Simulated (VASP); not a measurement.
## AlN: single point with LDA

AlN:

```
Al N
1.0
    -1.63784    2.83682    0.00000
     0.00000    0.00000    4.10063
     4.91352    2.83682    0.00000
Al N
4 4
Direct
  0.66899 0.75000 0.17252
  0.00000 0.75000 0.66667
  0.00000 0.25000 0.33333
  0.50000 0.25000 0.83333
  0.50000 0.25000 0.16667
  0.00000 0.25000 0.66667
  0.00000 0.75000 0.33333
  0.50000 0.75000 0.83333
```

This cell differs from its parent crystal: atom 1 (Al) moved by -0.248 Å along [1 0 0] and +0.496 Å along [1 2 0].

| Property | Result |
| --- | --- |
| Program | VASP 6.6.1 |
| Task | single point |
| Functional | LDA |
| Potentials or basis | VASP PAW LDA potentials, release 64 (Al, N) |
| Cutoff | 520 eV |
| k mesh | 8 × 6 × 4 |
| Occupations | gaussian, width 0.05 eV |
| Spin | no spin polarisation |
| Dipole correction | no |
| Further INCAR settings | ALGO = Normal; EDIFF = 1e-07; NBANDS = 26 |

```json
{"Pressure": "18.5 GPa", "Largest force": "23.476 eV/Å", "Band gap on the k mesh": "3.25 eV, direct"}
```

Forces on the atoms (eV/Å):
```
Al   -2.516 -23.341   0.000
Al   -0.269   0.165   0.000
Al   -0.131   1.353   0.000
Al    0.281  -0.169   0.000
N    -0.513   1.202   0.000
N    -0.183  -0.077   0.000
N     3.206  19.853   0.000
N     0.126   1.013   0.000
```

Stress tensor (GPa, compression positive):
```
-1.01 11.57  0.00
11.57 54.98  0.00
 0.00  0.00  1.46
```

Levels at points of the mesh, in eV from the valence-band top:
```csv
k point,band 13,band 14,band 15,band 16,band 17,band 18,band 19,band 20
"(0.00, 0.00, 0.00)",-1.72,-1.41,-1.29,0.00,3.25,3.73,4.50,6.87
"(0.50, 0.00, 0.00)",-3.12,-2.35,-2.28,-1.82,5.16,5.41,6.10,6.25
"(0.00, 0.50, 0.00)",-2.42,-2.00,-1.89,-1.62,4.94,4.96,5.67,5.90
"(0.50, 0.50, 0.00)",-1.38,-1.10,-0.85,-0.65,5.22,5.99,6.34,6.72
"(0.00, 0.00, 0.50)",-1.34,-1.32,-1.24,-0.95,4.30,4.88,5.83,6.29
"(0.50, 0.00, 0.50)",-3.33,-2.58,-1.63,-1.04,3.67,4.06,6.80,7.07
"(0.00, 0.50, 0.50)",-2.19,-2.02,-1.74,-1.55,4.91,5.02,5.54,5.77
"(0.50, 0.50, 0.50)",-2.15,-1.70,-1.59,-1.41,4.59,4.89,5.32,5.57
```

It took 72 s on 1 thread of AMD EPYC 9R45 96-Core Processor (Zen 5), with other jobs on the host, peak memory 0.19 GiB.

Caveat: the cell differs from its parent crystal (atom 1 (Al) moved by -0.248 Å along [1 0 0] and +0.496 Å along [1 2 0]); forces of over 1 eV/Å act on the atoms, so gaps and moduli don't describe the material at rest. A k mesh can miss the band edges.
